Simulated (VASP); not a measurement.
Here is a VASP 6.6.1 calculation.

File INCAR:

```
PREC = Accurate
ENCUT = 520
EDIFF = 1E-7
ISMEAR = 0
SIGMA = 0.1
LREAL = F
LASPH = T
NELM = 60
ALGO = Normal
ISIF = 2
LWAVE = F
LCHARG = F
GGA = PE
NBANDS = 41
```

The input KPOINTS:

```
regular mesh
0
Gamma
  3 3 3
```

POSCAR

```
Zn3Bi2
1.0
    3.7145330700      2.1445866700      2.9592779500
   -3.7145330700      2.1445866700      2.9592779500
    0.0000000000     -4.2891733400      2.9592779500
Zn Bi
3 2
Direct
    0.0000000000      0.5000000000      0.0000000000
    0.0000000000      0.0000000000      0.5000000000
    0.5000000000      0.0000000000      0.0000000000
    0.8187567600      0.8187567600      0.8187567600
    0.1812432400      0.1812432400      0.1812432400
```

Potentials or basis: VASP PAW PBE potentials, release 64 (Zn, Bi_d).

The run is started by

```bash
$ cat potpaw_PBE.64/Zn/POTCAR potpaw_PBE.64/Bi_d/POTCAR > POTCAR
$ mpirun -np 1 vasp_std > vasp.out
```

(1) What does it give for the band gap on the k mesh?

(2) Predict the largest force.

(3) Estimate the pressure.

Answers

(1) zero (band 33 reaches 4.59 eV, above the bottom of band 34 at 4.22 eV).

(2) 3.321 eV/Å.

(3) 38.7 GPa.

Caveat: the k points lie up to 0.40 Å⁻¹ apart; spin-orbit coupling is left out, which moves the levels of the heavy elements; forces of over 1 eV/Å act on the atoms, so gaps and moduli don't describe the material at rest.
